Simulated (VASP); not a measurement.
# Sc (P6_3/mmc) in VASP: further runs

The runs below take Sc through single point, with pbe exchange, lyp correlation.

Everything below comes from runs of VASP 6.6.1. Logs are shortened: lines on timing, memory, paths and dates and some standing lists are left out, and cuts for length are marked.

### Step 1. The cell of the first run

It takes space group P6_3/mmc (No. 194, hexagonal). The conventional cell has a = 3.331 Å, b = 3.331 Å, c = 5.308 Å, α = 90.00°, β = 90.00°, γ = 120.00°. Within 4.3 Å of Sc (site symmetry -6m2) lie 12 Sc at 3.28 to 3.33 Å.

### Step 2. Single point, pbe exchange, lyp correlation, non-collinear spin, typed start (25.50 Å³/atom)

The input, INCAR:

```
SYSTEM = Sc
ALGO     = Normal         ! electronic algorithm
EDIFF    = 1E-6           ! SCF threshold, eV
ENCUT    = 500            ! plane-wave cutoff, eV
GGA      = LIBXC          ! functional
GGA_COMPAT= .False.      
ISIF     = 2              ! what is computed and relaxed
ISMEAR   = -1             ! smearing method
LASPH    = .True.         ! aspherical terms in the spheres
LCHARG   = .False.        ! write CHGCAR
LIBXC1   = GGA_X_PBE    
LIBXC2   = GGA_C_LYP    
LMAXMIX  = 4              ! l up to which the mixer works
LNONCOLLINEAR= .True.         ! non-collinear magnetism
LORBIT   = 11             ! projections on sites
LREAL    = .False.        ! projectors in reciprocal space
LWAVE    = .False.        ! write WAVECAR
MAGMOM   = 0.062 -0.457 -0.352 0.327 0.304 0.058 ! initial moments
NBANDS   = 34             ! bands
NELM     = 200            ! most SCF steps
PREC     = Accurate       ! precision mode
SIGMA    = 0.01           ! smearing width, eV
```

The input, KPOINTS:

```
k-points
0
Gamma
  7 7 4
  0 0 0
```

The input, POSCAR:

```
Sc
1.0
    3.3309145459      0.0000000000      0.0000000000
   -1.6654572730      2.8846566146      0.0000000000
    0.0000000000      0.0000000000      5.3082235343
Sc
2
Direct
    0.6666666667      0.3333333333      0.7500000000
    0.3333333333      0.6666666667      0.2500000000
```

Potentials or basis: VASP PAW PBE potentials, release 64 (Sc_sv).

Launch:

```bash
cat potpaw_PBE.64/Sc_sv/POTCAR > POTCAR
mpirun -np 1 vasp_ncl > vasp.out
```

OUTCAR:

```text
SYSTEM = Sc
   EDIFF = 1E-6
   ENCUT = 500
   GGA = LIBXC
   ISIF = 2
   ISMEAR = -1
   LASPH = .True.
   LNONCOLLINEAR = .True.
   LORBIT = 11
   LREAL = .False.
   NELM = 200
   PREC = Accurate

 ion  position               nearest neighbor table
   1  0.667  0.333  0.750-   2 3.28   2 3.28   2 3.28   2 3.28   2 3.28   2 3.28
   2  0.333  0.667  0.250-   1 3.28   1 3.28   1 3.28   1 3.28   1 3.28   1 3.28

  LATTYP: Found a hexagonal cell.
 ALAT       =     3.3309145459
 C/A-ratio  =     1.5936234512

  Lattice vectors:

 A1 = (   3.3309145459,   0.0000000000,   0.0000000000)
 A2 = (  -1.6654572730,   2.8846566146,   0.0000000000)
 A3 = (   0.0000000000,   0.0000000000,   5.3082235343)

Analysis of symmetry for initial positions (statically):
=====================================================================
 Subroutine PRICEL returns:
 Original cell was already a primitive cell.

 Routine SETGRP: Setting up the symmetry group for a
 hexagonal supercell.

 Subroutine GETGRP returns: Found 24 space group operations
 (whereof 12 operations were pure point group operations)
 out of a pool of 24 trial point group operations.

The static configuration has the point symmetry D_3d.
 The point group associated with its full space group is D_6h.

Analysis of symmetry for dynamics (positions and initial velocities):
=====================================================================
 Subroutine PRICEL returns:
 Original cell was already a primitive cell.

 Routine SETGRP: Setting up the symmetry group for a
 hexagonal supercell.

 Subroutine GETGRP returns: Found 24 space group operations
 (whereof 12 operations were pure point group operations)
 out of a pool of 24 trial point group operations.

The dynamic configuration has the point symmetry D_3d.
 The point group associated with its full space group is D_6h.

Analysis of structural, dynamic, and magnetic symmetry:
=====================================================================
 Subroutine PRICEL returns:
 Original cell was already a primitive cell.

 Routine SETGRP: Setting up the symmetry group for a
 hexagonal supercell.

 Subroutine GETGRP returns: Found  1 space group operations
 (whereof  1 operations were pure point group operations)
 out of a pool of 24 trial point group operations.

[... 125 lines left out ...]
   GGA     = LIBXC    functional components
   LHFCALC =     F    Hartree Fock is set to
   AEXX    =    0.0000 exact exchange contribution
   IVDW    =     0    specifies the selected vdW correction
   LEPSILON=     F    determine dielectric tensor
   LRPA    =     F    only Hartree local field effects (RPA)
  energy-cutoff  :      500.00
  volume of cell :       51.00
 maximum number of plane-waves:      2624
   NGX = 13   NGY = 13   NGZ = 19

 number of electron      22.0000010 magnetization       0.0004410     -0.0060882     -0.0044210

 number of electron      22.0000010 magnetization      -0.0003539      0.0006735      0.0006440

 Free energy of the ion-electron system (eV)
  ---------------------------------------------------
  ext. energy  EPLUGINS =         0.00000000
  ---------------------------------------------------
  free energy    TOTEN  =       -10.89790622 eV

  energy without entropy =      -10.89656266  energy(sigma->0) =      -10.89723444

 E-fermi :   3.9737     XC(G=0):  -9.2573

 val. band max:        3.8829872430   @ k =   0.4286  -0.4286   0.2500
 cond. band min:       3.9946411053   @ k =   0.4286  -0.4286   0.5000
 fundamental gap:      0.1116538623
 Fermi energy:         3.9737336574

 k-point     1 :       0.0000    0.0000    0.0000
  band No.  band energies     occupation
      1     -45.5160      1.00000
      2     -45.5159      1.00000
      3     -45.4593      1.00000
      4     -45.4592      1.00000
      5     -24.3646      1.00000
      6     -24.3645      1.00000
[... 877 lines left out ...]
     33       6.3320      0.00000
     34       6.3327      0.00000

 [... further k-points ...]

------------------------ aborting loop because EDIFF is reached ----------------------------------------

  FORCE on cell =-STRESS in cart. coord.  units (eV):
  Direction    XX          YY          ZZ          XY          YZ          ZX
  --------------------------------------------------------------------------------------
  -------------------------------------------------------------------------------------
  Total       -0.0801629     -0.0801717     -0.8478417      0.0000116      0.0000041      0.0000020
  in kB       -2.5181252     -2.5183994    -26.6329056      0.0003641      0.0001295      0.0000629
  external PRESSURE =     -10.5564767 kB  Pullay stress =       0.0000000 kB

 VOLUME and BASIS-vectors are now :
 -----------------------------------------------------------------------------
  energy-cutoff  :      500.00
  volume of cell :       51.00
      direct lattice vectors                 reciprocal lattice vectors
     3.330914546  0.000000000  0.000000000     0.300217849  0.173330856  0.000000000
    -1.665457273  2.884656615  0.000000000     0.000000000  0.346661712  0.000000000
     0.000000000  0.000000000  5.308223534     0.000000000  0.000000000  0.188386942

 POSITION                                       TOTAL-FORCE (eV/Angst)
 -----------------------------------------------------------------------------------
      1.66546      0.96155      3.98117         0.000003      0.000002     -0.000011
     -0.00000      1.92310      1.32706        -0.000003     -0.000002      0.000011
 -----------------------------------------------------------------------------------
    total drift:                               -0.000017     -0.000004      0.000004

  FREE ENERGIE OF THE ION-ELECTRON SYSTEM (eV)
  ---------------------------------------------------
  free  energy   TOTEN  =       -10.8979062229 eV

  energy  without entropy=      -10.8965626606  energy(sigma->0) =      -10.89723444

 total charge

# of ion       s       p       d       tot
------------------------------------------
    1        2.274   6.092   1.028   9.394
    2        2.274   6.092   1.028   9.394
--------------------------------------------------
tot          4.548  12.184   2.056  18.788

 magnetization (x)

# of ion       s       p       d       tot
------------------------------------------
    1        0.000  -0.000  -0.000  -0.000
    2       -0.000  -0.000  -0.000  -0.000
--------------------------------------------------
tot         -0.000  -0.000  -0.000  -0.000

 magnetization (y)

# of ion       s       p       d       tot
------------------------------------------
    1        0.000   0.000   0.000   0.000
    2       -0.000   0.000   0.000   0.000
--------------------------------------------------
tot          0.000   0.000   0.000   0.000

 magnetization (z)

# of ion       s       p       d       tot
------------------------------------------
    1        0.000   0.000   0.000   0.000
    2       -0.000   0.000   0.000   0.000
--------------------------------------------------
tot          0.000   0.000   0.000   0.000
```

It took 4.4 min on 1 thread of AMD EPYC 9R45 (Zen 5), shared host; peak memory 0.51 GiB.

Results:

- Free energy: -10.8979 eV
- Pressure: -1.1 GPa
- Band gap on the k mesh: zero (bands 22 and 23 overlap by 1.25 eV)
- Net moment: 0.00 μB per cell
- Valence electrons inside the program's atomic spheres: Sc 9.39

Stress tensor (GPa, compression positive):
```
-0.25  0.00  0.00
 0.00 -0.25  0.00
 0.00  0.00 -2.66
```

Levels at points of the mesh, in eV from the Fermi level:
| k point | band 20 | band 21 | band 22 | band 23 | band 24 | band 25 |
| --- | --- | --- | --- | --- | --- | --- |
| (0.00, 0.00, 0.00) | -1.66 | 0.48 | 0.48 | 1.44 | 1.44 | 1.44 |
| (0.00, 0.00, 0.50) | -3.55 | 0.80 | 0.80 | 0.80 | 0.80 | 1.39 |

Moments on the atoms (μB; x, y, z):
```
Sc  0.00 0.00 0.00
Sc  0.00 0.00 0.00
```

Caveat: the PAW data sets were made with another functional, which shifts forces and pressure a little.

### Step 3. Single point, pbe exchange, lyp correlation, non-collinear spin, typed start (26.00 Å³/atom)

This run uses another cell than the first one, of 26.00 Å³/atom.

The input, INCAR:

```
  ALGO = Normal
  EDIFF = 1E-6
  ENCUT = 500
  GGA = LIBXC
  GGA_COMPAT = F
  ISIF = 2
  ISMEAR = -1
  LASPH = T
  LCHARG = F
  LIBXC1 = GGA_X_PBE
  LIBXC2 = GGA_C_LYP
  LMAXMIX = 4
  LNONCOLLINEAR = T
  LORBIT = 11
  LREAL = F
  LWAVE = F
  MAGMOM = 0.062 -0.457 -0.352 0.327 0.304 0.058
  NBANDS = 34
  NELM = 200
  PREC = Accurate
  SIGMA = 0.01
```

The input, KPOINTS:

```
k-points
0
Gamma
  7 7 4
```

The input, POSCAR:

```
Sc
1.0
    3.3525444672      0.0000000000      0.0000000000
   -1.6762722336      2.9033886759      0.0000000000
    0.0000000000      0.0000000000      5.3426934842
Sc
2
Direct
    0.6666666667      0.3333333333      0.7500000000
    0.3333333333      0.6666666667      0.2500000000
```

Potentials or basis: VASP PAW PBE potentials, release 64 (Sc_sv).

Launch:

```bash
cat potpaw_PBE.64/Sc_sv/POTCAR > POTCAR
mpirun -np 1 vasp_ncl > vasp.out
```

OUTCAR:

```text
EDIFF = 1E-6
   ENCUT = 500
   GGA = LIBXC
   ISIF = 2
   ISMEAR = -1
   LASPH = T
   LNONCOLLINEAR = T
   LORBIT = 11
   LREAL = F
   NELM = 200
   PREC = Accurate

 ion  position               nearest neighbor table
   1  0.667  0.333  0.750-   2 3.30   2 3.30   2 3.30   2 3.30   2 3.30   2 3.30
   2  0.333  0.667  0.250-   1 3.30   1 3.30   1 3.30   1 3.30   1 3.30   1 3.30

  LATTYP: Found a hexagonal cell.
 ALAT       =     3.3525444672
 C/A-ratio  =     1.5936234512

  Lattice vectors:

 A1 = (   3.3525444672,   0.0000000000,   0.0000000000)
 A2 = (  -1.6762722336,   2.9033886759,   0.0000000000)
 A3 = (   0.0000000000,   0.0000000000,   5.3426934842)

Analysis of symmetry for initial positions (statically):
=====================================================================
 Subroutine PRICEL returns:
 Original cell was already a primitive cell.

 Routine SETGRP: Setting up the symmetry group for a
 hexagonal supercell.

 Subroutine GETGRP returns: Found 24 space group operations
[... 1084 lines left out ...]
  Total       -0.4003745     -0.4003991     -1.1492422     -0.0000081      0.0000024     -0.0000033
  in kB      -12.3349381    -12.3356957    -35.4064309     -0.0002488      0.0000730     -0.0001032
  external PRESSURE =     -20.0256882 kB  Pullay stress =       0.0000000 kB

 VOLUME and BASIS-vectors are now :
 -----------------------------------------------------------------------------
  energy-cutoff  :      500.00
  volume of cell :       52.00
      direct lattice vectors                 reciprocal lattice vectors
     3.352544467  0.000000000  0.000000000     0.298280906  0.172212561  0.000000000
    -1.676272234  2.903388676  0.000000000     0.000000000  0.344425122  0.000000000
     0.000000000  0.000000000  5.342693484     0.000000000  0.000000000  0.187171509

 POSITION                                       TOTAL-FORCE (eV/Angst)
 -----------------------------------------------------------------------------------
      1.67627      0.96780      4.00702        -0.000001      0.000002     -0.000000
     -0.00000      1.93559      1.33567         0.000001     -0.000002      0.000000
 -----------------------------------------------------------------------------------
    total drift:                               -0.000003      0.000003      0.000003

  FREE ENERGIE OF THE ION-ELECTRON SYSTEM (eV)
  ---------------------------------------------------
  free  energy   TOTEN  =       -10.8886092022 eV

  energy  without entropy=      -10.8872569223  energy(sigma->0) =      -10.88793306

 total charge

# of ion       s       p       d       tot
------------------------------------------
    1        2.271   6.089   1.018   9.377
    2        2.271   6.089   1.018   9.377
--------------------------------------------------
tot          4.542  12.177   2.036  18.755

 magnetization (x)

# of ion       s       p       d       tot
------------------------------------------
    1       -0.000  -0.000  -0.000  -0.000
    2       -0.000  -0.000  -0.000  -0.000
--------------------------------------------------
tot         -0.000  -0.000  -0.000  -0.000

 magnetization (y)

# of ion       s       p       d       tot
------------------------------------------
    1        0.000   0.000   0.000   0.000
    2       -0.000   0.000   0.000   0.000
--------------------------------------------------
tot          0.000   0.000   0.000   0.000

 magnetization (z)

# of ion       s       p       d       tot
------------------------------------------
    1        0.000   0.000   0.000   0.000
    2        0.000   0.000   0.000   0.000
--------------------------------------------------
tot          0.000   0.000   0.000   0.000
```

OSZICAR:

```text
N       E                     dE             d eps       ncg     rms          rms(c)
DAV:   1     0.429492036522E+03    0.42949E+03   -0.96453E+03 13344   0.132E+03
DAV:   2     0.185672319273E+02   -0.41092E+03   -0.40178E+03 17872   0.620E+02
DAV:   3    -0.106721713701E+02   -0.29239E+02   -0.27371E+02 21516   0.219E+02
DAV:   4    -0.120246092323E+02   -0.13524E+01   -0.13056E+01 21898   0.450E+01
DAV:   5    -0.120591179118E+02   -0.34509E-01   -0.34296E-01 21958   0.842E+00    0.776E+00
DAV:   6    -0.109944217472E+02    0.10647E+01   -0.27274E+00 17750   0.190E+01    0.226E+00
DAV:   7    -0.108908442229E+02    0.10358E+00   -0.53222E-01 18714   0.801E+00    0.124E+00
DAV:   8    -0.108931265373E+02   -0.22823E-02   -0.49150E-02 19862   0.267E+00    0.636E-01
DAV:   9    -0.108906682229E+02    0.24583E-02   -0.32116E-02 20290   0.226E+00    0.431E-01
DAV:  10    -0.108882825202E+02    0.23857E-02   -0.12616E-02 20064   0.136E+00    0.141E-01
DAV:  11    -0.108885502448E+02   -0.26772E-03   -0.11497E-03 20422   0.394E-01    0.357E-02
DAV:  12    -0.108885872379E+02   -0.36993E-04   -0.91670E-05 20104   0.113E-01    0.191E-02
DAV:  13    -0.108886073289E+02   -0.20091E-04   -0.33908E-05 18348   0.506E-02    0.741E-03
DAV:  14    -0.108886088615E+02   -0.15326E-05   -0.49421E-06 15614   0.191E-02    0.238E-03
DAV:  15    -0.108886092022E+02   -0.34065E-06   -0.29018E-07 11676   0.108E-02
   1 F= -.10888609E+02 E0= -.10887933E+02  d E =-.135228E-02  mag=    -0.0002     0.0002     0.0003
```

stdout:

```text
POSCAR found type information on POSCAR Sc
 POSCAR found :  1 types and       2 ions
 scaLAPACK will be used
 -----------------------------------------------------------------------------
|                                                                             |
|                                                                             |
|     You enforced a specific xc type in the INCAR file but a different       |
|     I HOPE YOU KNOW WHAT YOU ARE DOING!                                     |
|                                                                             |
 -----------------------------------------------------------------------------

 LDA part: xc-table for (None,None), standard interpolation
 POSCAR, INCAR and KPOINTS ok, starting setup
 FFT: planning ... GRIDC
 FFT: planning ... GRID_SOFT
 FFT: planning ... GRID
 WAVECAR not read
 entering main loop
```

It took 4.5 min on 1 thread of AMD EPYC 9R45 (Zen 5), shared host; peak memory 0.51 GiB.

What came out:

| Quantity | Value |
| --- | --- |
| Free energy | -10.8886 eV |
| Pressure | -2.0 GPa |
| Band gap on the k mesh | zero (bands 22 and 23 overlap by 1.24 eV) |
| Net moment | 0.00 μB per cell |
| Valence electrons inside the program's atomic spheres | Sc 9.38 |

Stress tensor (GPa, compression positive):
```
-1.23  0.00  0.00
 0.00 -1.23  0.00
 0.00  0.00 -3.54
```

Moments on the atoms (μB; x, y, z):
```
Sc  0.00 0.00 0.00
Sc  0.00 0.00 0.00
```

Caveat: the PAW data sets were made with another functional, which shifts forces and pressure a little.

### Step 4. Single point, pbe exchange, lyp correlation, non-collinear spin, typed start (26.50 Å³/atom)

This run uses another cell than the first one, of 26.50 Å³/atom.

The input, INCAR:

```
SYSTEM = Sc
PREC = Accurate ; ENCUT = 500
EDIFF = 1E-6 ; ISMEAR = -1
SIGMA = 0.01 ; LREAL = .FALSE.
LASPH = .TRUE. ; NELM = 200
ALGO = Normal ; ISIF = 2
LWAVE = .FALSE. ; LCHARG = .FALSE.
LNONCOLLINEAR = .TRUE. ; MAGMOM = 0.062 -0.457 -0.352 0.327 0.304 0.058
LORBIT = 11 ; LMAXMIX = 4
GGA = LIBXC ; LIBXC1 = GGA_X_PBE
LIBXC2 = GGA_C_LYP ; NBANDS = 34
GGA_COMPAT = .FALSE.
```

The input, KPOINTS:

```
Automatic mesh
0
G
  7 7 4
  0 0 0
```

The input, POSCAR:

```
Sc
1.0
    3.3738988294      0.0000000000      0.0000000000
   -1.6869494147      2.9218820960      0.0000000000
    0.0000000000      0.0000000000      5.3767242965
Sc
2
Direct
    0.6666666667      0.3333333333      0.7500000000
    0.3333333333      0.6666666667      0.2500000000
```

Launch:

```bash
cat potpaw_PBE.64/Sc_sv/POTCAR > POTCAR
mpirun -np 1 vasp_ncl > vasp.out
```

Wall time 6.3 min (1 thread of AMD EPYC 9R45 (Zen 5), shared host); peak memory 0.57 GiB.

It converged, with:

```
Free energy                                           : -10.8737 eV
Pressure                                              : -2.9 GPa
Band gap on the k mesh                                : zero (bands 22 and 23 overlap by 1.22 eV)
Net moment                                            : 0.00 μB per cell
Valence electrons inside the program's atomic spheres : Sc 9.36
```

Stress tensor (GPa, compression positive):
```
-2.12  0.00  0.00
 0.00 -2.12  0.00
 0.00  0.00 -4.33
```

Levels at points of the mesh, in eV from the Fermi level:
```tsv
k point	band 18	band 19	band 20	band 21	band 22	band 23	band 24	band 25	band 26	band 27
(0.00, 0.00, 0.00)	-4.94	-1.62	-1.62	0.42	0.42	1.40	1.40	1.40	1.40	1.51
(0.00, 0.00, 0.50)	-3.52	-3.52	-3.52	0.78	0.78	0.78	0.78	1.35	1.35	1.35
```

Moments on the atoms (μB; x, y, z):
```
Sc  0.00 0.00 0.00
Sc  0.00 0.00 0.00
```

Caveat: the PAW data sets were made with another functional, which shifts forces and pressure a little.

### Step 5. Summary

```tsv
cell	gap on the mesh (eV)	pressure (GPa)	moment (μB)
a = 3.331, b = 3.331, c = 5.308 Å, angles 90.0, 90.0, 120.0°, 2 atoms	none	-1.1	0.00
a = 3.353, b = 3.353, c = 5.343 Å, angles 90.0, 90.0, 120.0°, 2 atoms	none	-2.0	0.00
a = 3.374, b = 3.374, c = 5.377 Å, angles 90.0, 90.0, 120.0°, 2 atoms	none	-2.9	0.00
```

Alike in all rows: task single point; level pbe exchange, lyp correlation; potentials or basis VASP PAW PBE potentials, release 64 (Sc_sv); spin non-collinear, typed start; k mesh 7 × 7 × 4; cutoff (eV) 500; smearing fermi-dirac 0.01 eV.

Caveats: the PAW data sets were made with another functional, which shifts forces and pressure a little.

Total energies depend on the potentials used, so only differences within one code and one set of settings carry meaning.

The gap in the log of VASP goes by the Fermi energy; the results here count the filled bands.